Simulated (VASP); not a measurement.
# Sb (I4/mmm) in VASP: notebook

Sb is run at these levels: PBEsol; tasks: electric field gradients.

Program: VASP 6.6.1. These are calculated values, not measurements. Logs are shortened: lines on timing, memory, paths and dates and some standing lists are left out, and cuts for length are marked.

### 1 The cell of the first run

The structure is tetragonal, space group I4/mmm (No. 139). The conventional cell has a = 2.990 Å, b = 2.990 Å, c = 4.927 Å, α = 90.00°, β = 90.00°, γ = 90.00°. Sb (site symmetry 4/mmm) has 12 Sb at 2.99 to 3.25 Å within 3.9 Å.

### 2 Electric field gradients, PBEsol (volume scaled by 0.98)

The input, INCAR:

```
ALGO = Normal
EDIFF = 1E-8
ENCUT = 520
GGA = PS
ISIF = 2
ISMEAR = -1
LASPH = True
LCHARG = False
LEFG = True
LREAL = False
LWAVE = False
NBANDS = 8
NELM = 60
PREC = Accurate
SIGMA = 0.05
```

The input, KPOINTS:

```
k-points
0
Gamma
  19 19 19
```

The input, POSCAR:

```
Sb
1.0
   -1.4948990245      1.4948990245      2.4633552032
    1.4948990245     -1.4948990245      2.4633552032
    1.4948990245      1.4948990245     -2.4633552032
Sb
1
Direct
    0.0000000000      0.0000000000      0.0000000000
```

Potentials or basis: VASP PAW PBE potentials, release 64 (Sb).

Launch:

```bash
cat potpaw_PBE.64/Sb/POTCAR > POTCAR
mpirun -np 1 vasp_std > vasp.out
```

OUTCAR:

```text
EDIFF = 1E-8
   ENCUT = 520
   GGA = PS
   ISIF = 2
   ISMEAR = -1
   LASPH = True
   LREAL = False
   NELM = 60
   PREC = Accurate

 ion  position               nearest neighbor table
   1  0.000  0.000  0.000-

  LATTYP: Found a body centered tetragonal cell.
 ALAT       =     2.9897980490
 C/A-ratio  =     1.6478405316

  Lattice vectors:

 A1 = (  -1.4948990245,   1.4948990245,   2.4633552032)
 A2 = (   1.4948990245,  -1.4948990245,   2.4633552032)
 A3 = (   1.4948990245,   1.4948990245,  -2.4633552032)

Analysis of symmetry for initial positions (statically):
=====================================================================
 Subroutine PRICEL returns:
 Original cell was already a primitive cell.

 Routine SETGRP: Setting up the symmetry group for a
 body centered tetragonal supercell.

 Subroutine GETGRP returns: Found 16 space group operations
 (whereof 16 operations were pure point group operations)
 out of a pool of 16 trial point group operations.

The static configuration has the point symmetry D_4h.

Analysis of symmetry for dynamics (positions and initial velocities):
=====================================================================
 Subroutine PRICEL returns:
 Original cell was already a primitive cell.

 Routine SETGRP: Setting up the symmetry group for a
 body centered tetragonal supercell.

 Subroutine GETGRP returns: Found 16 space group operations
 (whereof 16 operations were pure point group operations)
 out of a pool of 16 trial point group operations.

The dynamic configuration has the point symmetry D_4h.

 Subroutine INISYM returns: Found 16 space group operations
 (whereof 16 operations are pure point group operations),
 and found     1 'primitive' translations

----------------------------------------------------------------------------------------

                                     Primitive cell

  volume of cell :      22.0197

  direct lattice vectors                    reciprocal lattice vectors
    -1.494899025  1.494899025  2.463355203     0.000000000  0.334470751  0.202975194
     1.494899025 -1.494899025  2.463355203     0.334470751  0.000000000  0.202975194
     1.494899025  1.494899025 -2.463355203     0.334470751  0.334470751  0.000000000

  length of vectors
     3.246161586  3.246161586  3.246161586     0.391241119  0.391241119  0.473013073

  position of ions in fractional coordinates (direct lattice)
     0.000000000  0.000000000  0.000000000

  ion indices of the primitive-cell ions
   primitive index   ion index
                 1           1

----------------------------------------------------------------------------------------

 KPOINTS: k-points

Automatic generation of k-mesh.
 Grid dimensions read from file:
 generate k-points for:   19   19   19

 Generating k-lattice:

  Cartesian coordinates                     Fractional coordinates (reciprocal lattice)
     0.000000000  0.017603724  0.010682905     0.052631579  0.000000000 -0.000000000
     0.017603724  0.000000000  0.010682905     0.000000000  0.052631579 -0.000000000
     0.017603724  0.017603724  0.000000000     0.000000000  0.000000000  0.052631579

  Length of vectors
     0.020591638  0.020591638  0.024895425

  Shift w.r.t. Gamma in fractional coordinates (k-lattice)
     0.000000000  0.000000000  0.000000000

 Subroutine IBZKPT returns following result:
 ===========================================

 Found    550 irreducible k-points:

 Following reciprocal coordinates:
            Coordinates               Weight
  0.000000  0.000000  0.000000      1.000000
  0.052632  0.000000 -0.000000      8.000000
  0.105263  0.000000 -0.000000      8.000000
  0.157895  0.000000  0.000000      8.000000
  0.210526  0.000000  0.000000      8.000000
  0.263158 -0.000000  0.000000      8.000000
[... 16 lines left out ...]
 -0.315789  0.052632 -0.000000     16.000000
 -0.263158  0.052632  0.000000     16.000000
 [... further k-points ...]
   k-points           NKPTS =    550   k-points in BZ     NKDIM =    550   number of bands    NBANDS=      8
   number of dos      NEDOS =    301   number of ions     NIONS =      1
   total plane-waves  NPLWV =  13824
   dimension x,y,z NGX =    24 NGY =   24 NGZ =   24
   dimension x,y,z NGXF=    48 NGYF=   48 NGZF=   48
   ions per type =               1
   NGX,Y,Z   is equivalent  to a cutoff of  12.29, 12.29, 12.29 a.u.
   NGXF,Y,Z  is equivalent  to a cutoff of  24.58, 24.58, 24.58 a.u.
 SYSTEM =  unknown system
   PREC   = accura    normal or accurate (medium, high low for compatibility)
   ISTART =      0    job   : 0-new  1-cont  2-samecut
   ICHARG =      2    charge: 1-file 2-atom 10-const
   ISPIN  =      1    spin polarized calculation?
   LNONCOLLINEAR =      F non collinear calculations
   LSORBIT =      F    spin-orbit coupling
   LASPH  =      T    aspherical Exc in radial PAW
   ENCUT  =  520.0 eV  38.22 Ry    6.18 a.u.   6.04  6.04  6.04*2*pi/ulx,y,z
   NELM   =     60;   NELMIN=  2; NELMDL= -5     # of ELM steps
   EDIFF  = 0.1E-07   stopping-criterion for ELM
   LREAL  =      F    real-space projection
   EDIFFG = 0.1E-06   stopping-criterion for IOM
   NSW    =      0    number of steps for IOM
   IBRION =     -1    ionic relax: 0-MD 1-quasi-New 2-CG
   NFREE  =      0    steps in history (QN), initial steepest desc. (CG)
   ISIF   =      2    stress and relaxation
   ISYM   =      2    0-nonsym 1-usesym 2-fastsym
   POTIM  = 0.5000    time-step for ionic-motion
   TEBEG  =    0.0;   TEEND  =   0.0 temperature during run
   PSTRESS=    0.0 pullay stress
   NELECT =       5.0000    total number of electrons
   NUPDOWN=      -1.0000    fix difference up-down
   EMIN   =  10.00;   EMAX   =-10.00  energy-range for DOS
   EFERMI =   0.00;   METHOD = LEGACY
   ISMEAR =    -1;   SIGMA  =   0.05  broadening in eV -4-tet -1-fermi 0-gaus
   EFERMI_NEDOS =   21; number of points for ismear=-14 and -15
   IALGO  =     38    algorithm
   IMIX   =      4    mixing-type and parameters
     AMIX     =   0.40;   BMIX     =  1.00
     AMIX_MAG =   1.60;   BMIX_MAG =  1.00
  volume/ion in A,a.u.               =      22.02       148.60
  Fermi-wavevector in a.u.,A,eV,Ry     =   0.998760  1.887383 13.572111  0.997522
  Thomas-Fermi vector in A             =   2.131005
   LORBIT       =      0    0 simple, 1 ext, 2 COOP (PROOUT), +10 PAW based schemes
   GGA     = PS    functional components
   LHFCALC =     F    Hartree Fock is set to
   AEXX    =    0.0000 exact exchange contribution
   IVDW    =     0    specifies the selected vdW correction
   LEPSILON=     F    determine dielectric tensor
   LRPA    =     F    only Hartree local field effects (RPA)
 non-spin polarized calculation
  energy-cutoff  :      520.00
  volume of cell :       22.02
 maximum number of plane-waves:       618
   NGX = 11   NGY = 11   NGZ = 11

 number of electron       5.0000000 magnetization

 Free energy of the ion-electron system (eV)
  ---------------------------------------------------
  ext. energy  EPLUGINS =         0.00000000
  ---------------------------------------------------
  free energy    TOTEN  =        -4.10733780 eV

  energy without entropy =       -4.10312198  energy(sigma->0) =       -4.10522989

 E-fermi :  11.3035     XC(G=0): -11.2207

 val. band max:       11.3016152563   @ k =  -0.3684  -0.3684   0.2105
 cond. band min:      11.3139125135   @ k =  -0.4211   0.4211   0.0526
 fundamental gap:      0.0122972572
 Fermi energy:        11.3034568552

 k-point     1 :       0.0000    0.0000    0.0000
  band No.  band energies     occupation
      1      -3.4670      2.00000
      2      17.9449      0.00000
      3      18.1885      0.00000
      4      18.1885      0.00000
      5      21.5067      0.00000
      6      21.7076      0.00000
      7      22.5159      0.00000
      8      22.5159      0.00000

 k-point     2 :       0.0526    0.0000   -0.0000
  band No.  band energies     occupation
      1      -3.4004      2.00000
      2      17.3747      0.00000
      3      17.8071      0.00000
      4      18.1467      0.00000
      5      21.0622      0.00000
      6      21.8575      0.00000
      7      22.6455      0.00000
      8      22.7537      0.00000
[... 221 lines left out ...]
 k-point    23 :      -0.3158    0.0526   -0.0000
  band No.  band energies     occupation
      1      -1.2305      2.00000
      2       8.8401      2.00000
      3      14.7152      0.00000
      4      17.3965      0.00000
      5      19.3573      0.00000
      6      21.4543      0.00000
      7      22.8629      0.00000
      8      24.5965      0.00000

 k-point    24 :      -0.2632    0.0526    0.0000
  band No.  band energies     occupation
      1      -1.9183      2.00000
      2      10.6247      2.00000
      3      15.2186      0.00000
      4      17.4993      0.00000
      5      19.7042      0.00000
      6      21.6814      0.00000
      7      23.2720      0.00000
      8      23.9326      0.00000

 [... further k-points ...]
[... 5 lines left out ...]
  --------------------------------------------------------------------------------------
  -------------------------------------------------------------------------------------
  Total        2.6107858      2.6107858      2.2539592      0.0000000      0.0000000      0.0000000
  in kB      189.9639012    189.9639012    164.0007728      0.0000000      0.0000000      0.0000000
  external PRESSURE =     181.3095251 kB  Pullay stress =       0.0000000 kB

 VOLUME and BASIS-vectors are now :
 -----------------------------------------------------------------------------
  energy-cutoff  :      520.00
  volume of cell :       22.02
      direct lattice vectors                 reciprocal lattice vectors
    -1.494899025  1.494899025  2.463355203     0.000000000  0.334470751  0.202975194
     1.494899025 -1.494899025  2.463355203     0.334470751  0.000000000  0.202975194
     1.494899025  1.494899025 -2.463355203     0.334470751  0.334470751  0.000000000

 POSITION                                       TOTAL-FORCE (eV/Angst)
 -----------------------------------------------------------------------------------
      0.00000      0.00000      0.00000         0.000000     -0.000000      0.000000
 -----------------------------------------------------------------------------------
    total drift:                                0.000000     -0.000000     -0.000000

  FREE ENERGIE OF THE ION-ELECTRON SYSTEM (eV)
  ---------------------------------------------------
  free  energy   TOTEN  =        -4.1073377954 eV

  energy  without entropy=       -4.1031219796  energy(sigma->0) =       -4.10522989

 Electric field gradients (V/A^2)
---------------------------------------------------------------------
 ion       V_xx      V_yy      V_zz      V_xy      V_xz      V_yz
---------------------------------------------------------------------
   1     -19.120   -19.120    38.241    -0.000    -0.000    -0.000
---------------------------------------------------------------------

 Electric field gradients after diagonalization (V/A^2)
 (convention: |V_zz| > |V_xx| > |V_yy|)
----------------------------------------------------------------------
 ion       V_xx      V_yy      V_zz     asymmetry (V_yy - V_xx)/ V_zz
----------------------------------------------------------------------
   1     -19.121   -19.120    38.241       0.000
----------------------------------------------------------------------

           NMR quadrupolar parameters

 Cq : quadrupolar parameter    Cq=e*Q*V_zz/h
 eta: asymmetry parameters     (V_yy - V_xx)/ V_zz
 Q  : nuclear electric quadrupole moment in mb (millibarn)
----------------------------------------------------------------------
 ion       Cq(MHz)       eta       Q (mb)
----------------------------------------------------------------------
   1       0.092       0.000       1.000
----------------------------------------------------------------------
```

Run time: 39 s. Hardware: 1 thread of Intel Xeon Platinum 8488C (Sapphire Rapids), shared host; peak memory 0.21 GiB.

Results:

| Item | Value |
| --- | --- |
| Free energy | -4.1073 eV |
| Pressure | 18.1 GPa |

Stress tensor (GPa, compression positive):
```
19.00  0.00  0.00
 0.00 19.00  0.00
 0.00  0.00 16.40
```

Levels at points of the mesh, in eV from the Fermi level:
```csv
k point,band 1,band 2,band 3,band 4,band 5
"(0.00, 0.00, 0.00)",-14.77,6.64,6.89,6.89,10.20
```

Electric field gradients, principal values (V/Å²):
| atom | least | middle | greatest (by size) |
| --- | --- | --- | --- |
| 1 Sb | -19.120 | -19.121 | 38.241 |

Caveat: without QUAD_EFG the Cq values of the log hold for a quadrupole moment of 1 mb, not for the nuclei; the PAW data sets were made with another functional, which shifts forces and pressure a little; spin-orbit coupling is left out, which moves the levels of the heavy elements.

(Continued in part 2 of 2.)
